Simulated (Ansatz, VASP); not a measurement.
# Two plane-wave programs on Ge

```
CELL_PARAMETERS angstrom
1.48805 -2.59469 0.00000
1.48805 2.59469 0.00000
0.00000 0.00000 4.72760
ATOMIC_POSITIONS crystal
Ge 0.66655 0.33345 0.75000
Ge 0.33345 0.66655 0.25000
```

Alike in both runs: task relaxation of cell and atoms; functional LDA; k mesh 12 × 12 × 7; no spin polarisation.

|  | VASP | Ansatz |
| --- | --- | --- |
| version | VASP 6.6.1 | Ansatz 0.2.0 |
| potentials or method | VASP PAW LDA potentials, release 64 (Ge_d), cutoff 500 eV | plane waves, PAW |
| occupations | methfessel-paxton of order 1, width 0.1 eV | cold, width 0.1 eV |
| valence electrons in the cell | 28 | 28 |

VASP gave:

* relaxed volume (Å³/atom): 17.96
* relaxed length of the cell vector where the two differ most in proportion (Å): 4.640

Task: What did Ansatz give for the same quantities?

Result: Relaxed volume (Å³/atom): 17.90; relaxed length of the cell vector where the two differ most in proportion (Å): 4.636.

LDA's correlation is that of Perdew and Zunger in VASP and of Perdew and Wang (1992) in Ansatz.
